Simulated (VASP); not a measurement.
# Ge (Cmmm) in VASP: settings compared

The runs below take Ge through vibrations by perturbation theory, elastic constants, with PBE, LDA.

All numbers are computed with VASP 6.6.1; they aren't measurements. Logs are shortened: lines on timing, memory, paths and dates and some standing lists are left out, and cuts for length are marked.

### Step 1. The cell of the first run

It takes space group Cmmm (No. 65, orthorhombic). The conventional cell has a = 2.794 Å, b = 5.201 Å, c = 2.698 Å, α = 90.00°, β = 90.00°, γ = 90.00°. Ge (site symmetry mmm) has 8 Ge at 2.70 to 2.95 Å within 3.6 Å.

### Step 2. Vibrations by perturbation theory, PBE

Input file INCAR:

```
SYSTEM = Ge
PREC = Accurate ; ENCUT = 520
EDIFF = 1E-8 ; ISMEAR = -1
SIGMA = 0.05 ; LREAL = .FALSE.
LASPH = .TRUE. ; NELM = 80
ALGO = Normal ; ISIF = 2
LWAVE = .FALSE. ; LCHARG = .TRUE.
GGA = PE ; IBRION = 8
NSW = 1
```

Input file KPOINTS:

```
regular mesh
0
G
  8 8 7
  0 0 0
```

Input file POSCAR:

```
Ge
1.0
    1.3971490000     -2.6005160000      0.0000000000
    1.3971490000      2.6005160000      0.0000000000
    0.0000000000      0.0000000000      2.6982310000
Ge
1
Direct
    0.5000000000      0.5000000000      0.0000000000
```

Potentials or basis: VASP PAW PBE potentials, release 64 (Ge_d).

Launch:

```sh
> cat potpaw_PBE.64/Ge_d/POTCAR > POTCAR
> mpirun -np 1 vasp_std > vasp.out
```

OUTCAR:

```text
SYSTEM = Ge
   PREC = Accurate
   ENCUT = 520
   EDIFF = 1E-8
   ISMEAR = -1
   LREAL = .FALSE.
   LASPH = .TRUE.
   NELM = 80
   ISIF = 2
   GGA = PE
   IBRION = 8
   NSW = 1

 ion  position               nearest neighbor table
   1  0.500  0.500  0.000-

  LATTYP: Found a base centered orthorhombic cell.
 ALAT       =     2.7942980000
 B/A-ratio  =     1.8613018368
 C/A-ratio  =     0.9656203454

  Lattice vectors:

 A1 = (   1.3971490000,  -2.6005160000,   0.0000000000)
 A2 = (   1.3971490000,   2.6005160000,   0.0000000000)
 A3 = (   0.0000000000,   0.0000000000,   2.6982310000)

Analysis of symmetry for initial positions (statically):
=====================================================================
 Subroutine PRICEL returns:
 Original cell was already a primitive cell.

 Routine SETGRP: Setting up the symmetry group for a
 base centered orthorhombic supercell.

 Subroutine GETGRP returns: Found  8 space group operations
 (whereof  8 operations were pure point group operations)
 out of a pool of  8 trial point group operations.

The static configuration has the point symmetry D_2h.

Analysis of symmetry for dynamics (positions and initial velocities):
=====================================================================
 Subroutine PRICEL returns:
 Original cell was already a primitive cell.

 Routine SETGRP: Setting up the symmetry group for a
 base centered orthorhombic supercell.

 Subroutine GETGRP returns: Found  8 space group operations
 (whereof  8 operations were pure point group operations)
 out of a pool of  8 trial point group operations.

The dynamic configuration has the point symmetry D_2h.

 Subroutine INISYM returns: Found  8 space group operations
 (whereof  8 operations are pure point group operations),
 and found     1 'primitive' translations
[... 494 lines left out ...]
  Total        0.1190058     -0.4018144      0.0510964     -0.0000000      0.0000000      0.0000000
  in kB        9.7245031    -32.8340673      4.1753134     -0.0000000      0.0000000      0.0000000
  external PRESSURE =      -6.3114169 kB  Pullay stress =       0.0000000 kB

 VOLUME and BASIS-vectors are now :
 -----------------------------------------------------------------------------
  energy-cutoff  :      520.00
  volume of cell :       19.61
      direct lattice vectors                 reciprocal lattice vectors
     1.397149000 -2.600516000  0.000000000     0.357871637 -0.192269534  0.000000000
     1.397149000  2.600516000  0.000000000     0.357871637  0.192269534  0.000000000
     0.000000000  0.000000000  2.698231000     0.000000000  0.000000000  0.370613191

 POSITION                                       TOTAL-FORCE (eV/Angst)
 -----------------------------------------------------------------------------------
      1.39715      0.00000      0.00000        -0.000000     -0.000000      0.000000
 -----------------------------------------------------------------------------------
    total drift:                               -0.000000     -0.000000     -0.000000

  FREE ENERGIE OF THE ION-ELECTRON SYSTEM (eV)
  ---------------------------------------------------
  free  energy   TOTEN  =        -4.2611304366 eV

  energy  without entropy=       -4.2551976101  energy(sigma->0) =       -4.25816402

[... ionic steps 2 to 3 ...]

--------------------------------------- Ionic step        4  -------------------------------------------

------------------------ aborting loop because EDIFF is reached ----------------------------------------

--------------------------------------- Ionic step        5  -------------------------------------------

------------------------ aborting loop because EDIFF is reached ----------------------------------------

--------------------------------------- Ionic step        6  -------------------------------------------

 Free energy of the ion-electron system (eV)
  ---------------------------------------------------
  ---------------------------------------------------
  free energy    TOTEN  =        -0.18382988 eV

  energy without entropy =       -0.18382988

------------------------ aborting loop because EDIFF is reached ----------------------------------------

 INTERNAL STRAIN TENSOR  FOR ION    1  DIRECTION 3   (eV/Angst):
 -----------------------------------------------------------------------------
     0.00462  0.00000  0.00000
     0.00000  0.01008  0.00000
     0.00000  0.00000 -0.02617

 INTERNAL STRAIN TENSOR FOR ION    1 for displacements in x,y,z  (eV/Angst):
          X           Y           Z          XY          YZ          ZX
  --------------------------------------------------------------------------------
  x     0.00000     0.00000     0.00000     0.00000     0.00000     0.00000
  y     0.00000     0.00000     0.00000     0.00000     0.00000     0.00000
  z     0.00000     0.00000     0.00000     0.00000     0.00000     0.00000

 SECOND DERIVATIVES (NOT SYMMETRIZED)
 ------------------------------------
               1X          1Y          1Z
  1X    -0.121888    0.000000    0.000000
  1Y     0.000000   -0.108308    0.000000
  1Z     0.000000    0.000000    0.032857

 Eigenvectors and eigenvalues of the dynamical matrix
 ----------------------------------------------------

   1 f  =    0.640521 THz     4.024511 2PiTHz   21.365475 cm-1     2.648980 meV
             X         Y         Z           dx          dy          dz
      1.397149  0.000000  0.000000     1.000000    0.000000    0.000000

   2 f  =    0.603785 THz     3.793690 2PiTHz   20.140086 cm-1     2.497051 meV
             X         Y         Z           dx          dy          dz
      1.397149  0.000000  0.000000     0.000000    1.000000    0.000000

   3 f/i=    0.332556 THz     2.089510 2PiTHz   11.092870 cm-1     1.375340 meV
             X         Y         Z           dx          dy          dz
      1.397149  0.000000  0.000000     0.000000    0.000000    1.000000

--------------------------------------------------------------------------------------------------------

 ELASTIC MODULI CONTR FROM IONIC RELAXATION (kBar)
 Direction    XX          YY          ZZ          XY          YZ          ZX
 --------------------------------------------------------------------------------
 XX           0.0000      0.0000      0.0000      0.0000      0.0000      0.0000
 YY           0.0000      0.0000      0.0000      0.0000      0.0000      0.0000
 ZZ           0.0000      0.0000      0.0000      0.0000      0.0000      0.0000
 XY           0.0000      0.0000      0.0000      0.0000      0.0000      0.0000
 YZ           0.0000      0.0000      0.0000      0.0000      0.0000      0.0000
 ZX           0.0000      0.0000      0.0000      0.0000      0.0000      0.0000
 --------------------------------------------------------------------------------
```

OSZICAR:

```text
N       E                     dE             d eps       ncg     rms          rms(c)
DAV:   1     0.538292501083E+02    0.53829E+02   -0.76363E+03  1914   0.347E+03
DAV:   2    -0.782611028762E-01   -0.53908E+02   -0.51949E+02  1917   0.379E+02
DAV:   3    -0.420560703115E+01   -0.41273E+01   -0.40992E+01  2098   0.699E+01
DAV:   4    -0.427003322898E+01   -0.64426E-01   -0.64409E-01  2037   0.982E+00
[... 59 lines left out ...]
RMM:  13    -0.183829810981E+00    0.55971E-07    0.89346E-08  3325   0.951E-05    0.631E-06
RMM:  14    -0.183829837500E+00   -0.26519E-07    0.71593E-08  2936   0.674E-05    0.428E-06
RMM:  15    -0.183829853888E+00   -0.16388E-07    0.53126E-08  2916   0.522E-05    0.301E-06
RMM:  16    -0.183829871294E+00   -0.17406E-07    0.38236E-08  3050   0.425E-05    0.128E-06
RMM:  17    -0.183829877706E+00   -0.64115E-08    0.27889E-08  2269   0.352E-05    0.803E-07
 Linear response finished
```

stdout:

```text
POSCAR found type information on POSCAR Ge
 POSCAR found :  1 types and       1 ions
 scaLAPACK will be used
 LDA part: xc-table for (Slater+PW92), standard interpolation
 POSCAR, INCAR and KPOINTS ok, starting setup
 FFT: planning ... GRIDC
 FFT: planning ... GRID_SOFT
 FFT: planning ... GRID
 WAVECAR not read
 entering main loop
 Linear response reoptimize wavefunctions to high precision
 Linear response DOF=           3
 Linear response progress:
 first order change of Fermi-energy  -0.20085E-04
 force on displaced ion       1 direction 1 :  -0.122   0.000   0.000
 Linear response progress:
 first order change of Fermi-energy  -0.18921E-03
 force on displaced ion       1 direction 2 :   0.000  -0.108   0.000
 Linear response progress:
 first order change of Fermi-energy  -0.33474E-03
 force on displaced ion       1 direction 3 :   0.000   0.000   0.033
 Linear response finished
```

It took 2.5 min on 1 thread of Intel Xeon 8259CL, shared host; peak memory 0.17 GiB.

Caveat: some modes are imaginary.

### Step 3. Elastic constants, LDA

Input file INCAR:

```
SYSTEM = Ge
PREC = Accurate
ENCUT = 600
EDIFF = 1E-8
ISMEAR = -1
SIGMA = 0.05
LREAL = .False.
LASPH = .True.
NELM = 100
ALGO = Normal
ISIF = 3
LWAVE = .False.
LCHARG = .False.
GGA = CA
NBANDS = 13
IBRION = 6
NFREE = 2
POTIM = 0.015
NSW = 1
```

Input file KPOINTS:

```
regular mesh
0
Gamma
  8 8 7
  0 0 0
```

POSCAR is that of step 2.

Potentials or basis: VASP PAW LDA potentials, release 64 (Ge_d).

Launch:

```sh
> cat potpaw_LDA.64/Ge_d/POTCAR > POTCAR
> mpirun -np 1 vasp_std > vasp.out
```

Run time: 4.9 min. Hardware: 1 thread of Intel Xeon 8259CL, shared host; peak memory 0.19 GiB.

The run converged. Its results:

| Property | Result |
| --- | --- |
| Voigt bulk modulus | 58 GPa |

Elastic tensor in Voigt notation (GPa, in the Cartesian axes of the cell as first typed):
```
 71  24  81   0   0   0
 24  97   8   0   0   0
 81   8 130   0   0   0
  0   0   0  19   0   0
  0   0   0   0   5   0
  0   0   0   0   0  26
```

Clamped-ion elastic tensor (GPa):
```
 71  24  81   0   0   0
 24  97   8   0   0   0
 81   8 130   0   0   0
  0   0   0  19   0   0
  0   0   0   0   5   0
  0   0   0   0   0  26
```

Caveat: the cell is under stress, which shifts elastic constants.

### Step 4. Elastic constants, PBE

Input file INCAR:

```
PREC = Accurate ; ENCUT = 600
EDIFF = 1E-8 ; ISMEAR = -1
SIGMA = 0.05 ; LREAL = F
LASPH = T ; NELM = 100
ALGO = Normal ; ISIF = 3
LWAVE = F ; LCHARG = T
GGA = PE ; IBRION = 6
NFREE = 2 ; POTIM = 0.015
NSW = 1
```

Input file KPOINTS:

```
Automatic mesh
0
Gamma
  8 8 7
```

POSCAR is that of step 3.

Potentials or basis: VASP PAW PBE potentials, release 64 (Ge_d).

Launch:

```sh
> cat potpaw_PBE.64/Ge_d/POTCAR > POTCAR
> mpirun -np 1 vasp_std > vasp.out
```

OUTCAR:

```text
PREC = Accurate
   ENCUT = 600
   EDIFF = 1E-8
   ISMEAR = -1
   LREAL = F
   LASPH = T
   NELM = 100
   ISIF = 3
   GGA = PE
   IBRION = 6
   NFREE = 2
   POTIM = 0.015
   NSW = 1

 ion  position               nearest neighbor table
   1  0.500  0.500  0.000-

  LATTYP: Found a base centered orthorhombic cell.
 ALAT       =     2.7942980000
 B/A-ratio  =     1.8613018368
 C/A-ratio  =     0.9656203454

  Lattice vectors:

 A1 = (   1.3971490000,  -2.6005160000,   0.0000000000)
 A2 = (   1.3971490000,   2.6005160000,   0.0000000000)
 A3 = (   0.0000000000,   0.0000000000,   2.6982310000)

Analysis of symmetry for initial positions (statically):
=====================================================================
 Subroutine PRICEL returns:
 Original cell was already a primitive cell.

 Routine SETGRP: Setting up the symmetry group for a
 base centered orthorhombic supercell.

 Subroutine GETGRP returns: Found  8 space group operations
 (whereof  8 operations were pure point group operations)
 out of a pool of  8 trial point group operations.

The static configuration has the point symmetry D_2h.

Analysis of symmetry for dynamics (positions and initial velocities):
=====================================================================
 Subroutine PRICEL returns:
 Original cell was already a primitive cell.

[... 679 lines left out ...]
      9      11.4427      0.00000
     10      15.7911      0.00000
     11      22.0585      0.00000

 [... further k-points ...]
[... 5 lines left out ...]
  --------------------------------------------------------------------------------------
  -------------------------------------------------------------------------------------
  Total        0.1218202     -0.3993755      0.0530709      0.0000000      0.0000000      0.0000000
  in kB        9.9544786    -32.6347783      4.3366630      0.0000000      0.0000000      0.0000000
  external PRESSURE =      -6.1145456 kB  Pullay stress =       0.0000000 kB
[... 16 lines left out ...]
  FREE ENERGIE OF THE ION-ELECTRON SYSTEM (eV)
  ---------------------------------------------------
  free  energy   TOTEN  =        -4.2611997217 eV

  energy  without entropy=       -4.2552671058  energy(sigma->0) =       -4.25823341

 INTERNAL STRAIN TENSORS FROM STRAINED CELLS
 ============================================

 INTERNAL STRAIN TENSOR FOR ION    1 for displacements in x,y,z  (eV/Angst):
          X           Y           Z          XY          YZ          ZX
  --------------------------------------------------------------------------------
  x    -0.00000    -0.00000     0.00000     0.00000     0.00000    -0.00000
  y     0.00000    -0.00000     0.00000     0.00000    -0.00000    -0.00000
  z     0.00000     0.00000     0.00000     0.00000     0.00000     0.00000

 INTERNAL STRAIN TENSORS FROM DISPLACED ATOMS
 ============================================

 INTERNAL STRAIN TENSOR FOR ION    1 for displacements in x,y,z  (eV/Angst):
          X           Y           Z          XY          YZ          ZX
  --------------------------------------------------------------------------------
  x     0.00000     0.00000     0.00000     0.00000     0.00000     0.00000
  y     0.00000     0.00000     0.00000     0.00000     0.00000     0.00000
  z     0.00000     0.00000     0.00000     0.00000     0.00000     0.00000

 Eigenvectors and eigenvalues of the dynamical matrix
 ----------------------------------------------------

   1 f  =    0.000000 THz     0.000000 2PiTHz    0.000000 cm-1     0.000000 meV
             X         Y         Z           dx          dy          dz
      1.397149  0.000000  0.000000     1.000000    0.000000    0.000000

   2 f  =    0.000000 THz     0.000000 2PiTHz    0.000000 cm-1     0.000000 meV
             X         Y         Z           dx          dy          dz
      1.397149  0.000000  0.000000     0.000000    1.000000    0.000000

   3 f  =    0.000000 THz     0.000000 2PiTHz    0.000000 cm-1     0.000000 meV
             X         Y         Z           dx          dy          dz
      1.397149  0.000000  0.000000     0.000000    0.000000    1.000000

--------------------------------------------------------------------------------------------------------

 ELASTIC MODULI CONTR FROM IONIC RELAXATION (kBar)
 Direction    XX          YY          ZZ          XY          YZ          ZX
 --------------------------------------------------------------------------------
 XX           0.0000      0.0000      0.0000      0.0000      0.0000      0.0000
 YY           0.0000      0.0000      0.0000      0.0000      0.0000      0.0000
 ZZ           0.0000      0.0000      0.0000      0.0000      0.0000      0.0000
 XY           0.0000      0.0000      0.0000      0.0000      0.0000      0.0000
 YZ           0.0000      0.0000      0.0000      0.0000      0.0000      0.0000
 ZX           0.0000      0.0000      0.0000      0.0000      0.0000      0.0000
 --------------------------------------------------------------------------------

 TOTAL ELASTIC MODULI (kBar)
 Direction    XX          YY          ZZ          XY          YZ          ZX
 --------------------------------------------------------------------------------
 XX         815.2748    258.8088    818.7303      0.0000      0.0000      0.0000
 YY         258.8088   1102.8358     53.6143      0.0000      0.0000      0.0000
 ZZ         818.7303     53.6143   1462.5596      0.0000      0.0000      0.0000
 XY           0.0000      0.0000      0.0000    327.2465      0.0000      0.0000
 YZ           0.0000      0.0000      0.0000      0.0000    185.2989      0.0000
 ZX           0.0000      0.0000      0.0000      0.0000      0.0000     27.4411
 --------------------------------------------------------------------------------
```

OSZICAR:

```text
N       E                     dE             d eps       ncg     rms          rms(c)
DAV:   1     0.560350563073E+02    0.56035E+02   -0.81955E+03  1882   0.377E+03
[... 200 lines left out ...]
DAV:   2    -0.426119791905E+01   -0.24248E-02   -0.24738E-02  1884   0.206E+00    0.319E-02
DAV:   3    -0.426120313474E+01   -0.52157E-05   -0.34106E-04  2106   0.238E-01    0.116E-02
DAV:   4    -0.426120005244E+01    0.30823E-05   -0.21355E-05  2138   0.624E-02    0.190E-03
DAV:   5    -0.426119972004E+01    0.33239E-06   -0.14865E-06  2001   0.269E-02    0.349E-04
DAV:   6    -0.426119970307E+01    0.16974E-07   -0.47288E-08  2097   0.404E-03    0.363E-04
DAV:   7    -0.426119971984E+01   -0.16769E-07   -0.32780E-08  1920   0.472E-03    0.295E-05
DAV:   8    -0.426119972169E+01   -0.18499E-08   -0.36302E-10   969   0.305E-04
  19 F= -.42611997E+01 E0= -.42582334E+01  d E =-.593262E-02
```

It took 5.3 min on 1 thread of Intel Xeon 8259CL, shared host; peak memory 0.19 GiB.

What came out:

| Item | Value |
| --- | --- |
| Voigt bulk modulus | 63 GPa |

Elastic tensor in Voigt notation (GPa, in the Cartesian axes of the cell as first typed):
```
 82  26  82   0   0   0
 26 110   5   0   0   0
 82   5 146   0   0   0
  0   0   0  19   0   0
  0   0   0   0   3   0
  0   0   0   0   0  33
```

Clamped-ion elastic tensor (GPa):
```
 82  26  82   0   0   0
 26 110   5   0   0   0
 82   5 146   0   0   0
  0   0   0  19   0   0
  0   0   0   0   3   0
  0   0   0   0   0  33
```
